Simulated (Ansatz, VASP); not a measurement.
# PbSe in VASP and in Ansatz

POSCAR

```
PbSe
1.0
    0.0000000000      3.0696893648      3.0696893648
    3.0696893648      0.0000000000      3.0696893648
    3.0696893648      3.0696893648      0.0000000000
Pb Se
1 1
Direct
    0.0000000000      0.0000000000      0.0000000000
    0.5000000000      0.5000000000      0.5000000000
```

INCAR.step1

```
PREC = Accurate ; ENCUT = 520
EDIFF = 1E-5 ; ISMEAR = 0
SIGMA = 0.01 ; LREAL = False
LASPH = True ; NELM = 80
ALGO = Normal ; ISIF = 2
LWAVE = True ; LCHARG = False
GGA = PE ; NBANDS = 17
```

INCAR.step2

```
PREC = Accurate ; ENCUT = 520
EDIFF = 1E-7 ; ISMEAR = 0
SIGMA = 0.01 ; LREAL = False
LASPH = True ; NELM = 80
ALGO = Normal ; ISIF = 2
LWAVE = False ; LCHARG = False
GGA = PE ; LHFCALC = True
HFSCREEN = 0.2079 ; PRECFOCK = Normal
ISTART = 1 ; NBANDS = 17
```

File KPOINTS:

```
regular mesh
0
Gamma
  4 4 4
```

Input for Ansatz:

```yaml
crystal:
  lattice:
    - [0.0, 3.0696893648, 3.0696893648]
    - [3.0696893648, 0.0, 3.0696893648]
    - [3.0696893648, 3.0696893648, 0.0]
  atoms:
    - { symbol: Pb, position: [0.0, 0.0, 0.0] }
    - { symbol: Se, position: [0.5, 0.5, 0.5] }
kpoints:
  mp_grid: { grid: [4, 4, 4] }
hamiltonian:
  xc: hse06
scf:
  occupations: { method: fixed }
  n_extra_bands: 4
output:
  forces: true
  stress: true
  eigenvalues: true
```

Alike in both runs: task single point; functional HSE06; k mesh 4 × 4 × 4; no spin polarisation.

|  | VASP | Ansatz |
| --- | --- | --- |
| version | VASP 6.6.1 | Ansatz 0.2.0 |
| potentials or method | VASP PAW PBE potentials, release 64 (Pb_d, Se) | plane waves, PAW |
| plane-wave cutoff (eV) | 520 | 420 |
| occupations | gaussian, width 0.01 eV | fixed |
| valence electrons in the cell | 20 | 30 |

Ansatz gave:

```
gap on the k mesh at the Fermi level (eV) : 0.73
pressure (GPa)                            : 0.9
```

Question: Which values does VASP return?

Answer: gap on the k mesh at the Fermi level (eV): 0.74; pressure (GPa): 0.8.

VASP's potentials hold 20 valence electrons a cell and Ansatz's 30, so a difference there can come from the potentials and not from the codes. Ansatz's warnings: stress exchange threshold loose, stress scf threshold loose.

The k mesh is coarse, so the values compare programs but aren't converged. Spin-orbit coupling is off throughout.
